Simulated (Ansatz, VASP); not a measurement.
## One calculation of MgS, two programs

The input INCAR:

```
SYSTEM = MgS
PREC = Accurate
ENCUT = 520
EDIFF = 1E-6
ISMEAR = 0
SIGMA = 0.02
LREAL = .False.
LASPH = .True.
NELM = 80
ALGO = Normal
ISIF = 2
LWAVE = .False.
LCHARG = .False.
GGA = PE
NBANDS = 11
```

The input KPOINTS:

```
regular mesh
0
Gamma
  8 8 8
  0 0 0
```

Contents of POSCAR:

```
MgS
1.0
    0.0000000000      2.6016500000      2.6016500000
    2.6016500000      0.0000000000      2.6016500000
    2.6016500000      2.6016500000      0.0000000000
Mg S
1 1
Direct
    0.0092556647      0.0046778006     -0.0292391367
    0.5000000000      0.5000000000      0.5000000000
```

Input for Ansatz:

```yaml
crystal:
  lattice:
    - [0.0, 2.60165, 2.60165]
    - [2.60165, 0.0, 2.60165]
    - [2.60165, 2.60165, 0.0]
  atoms:
    - { symbol: Mg, position: [0.0092556647, 0.0046778006, -0.0292391367] }
    - { symbol: S, position: [0.5, 0.5, 0.5] }
basis:
  ecutwfc: 420
kpoints:
  mp_grid: { grid: [8, 8, 8] }
hamiltonian:
  xc: pbe
scf:
  occupations: { method: gaussian, width: 0.02 }
output:
  forces: true
  stress: true
  eigenvalues: true
  populations: true
```

Change from the starting cell: one atom moved.

Alike in both runs: task single point; functional PBE; k mesh 8 × 8 × 8; occupations gaussian, width 0.02 eV; no spin polarisation.

|  | VASP | Ansatz |
| --- | --- | --- |
| version | VASP 6.6.1 | Ansatz 0.2.0 |
| potentials or method | VASP PAW PBE potentials, release 64 (Mg, S), cutoff 520 eV | scalar-relativistic, plane waves, PAW |
| valence electrons in the cell | 8 | 16 |

|  | VASP | Ansatz | Ansatz less VASP |
| --- | --- | --- | --- |
| gap on the k mesh at the Fermi level (eV) | 2.77 | 2.79 | +0.015 |
| least direct gap on the mesh (eV) | 3.70 | 3.72 | +0.012 |
| pressure (GPa) | 1.1 | 1.4 | +0.30 |
| traceless stress, the component that is largest in VASP (GPa) | -0.17 | -0.17 | 0.000 |
| rms of the force components (eV/Å) | 0.146 | 0.146 | -0.0001 |

Atom by atom the forces differ by 0.000 eV/Å (rms over components). VASP's potentials hold 8 valence electrons a cell and Ansatz's 16, so a difference there can come from the potentials and not from the codes.
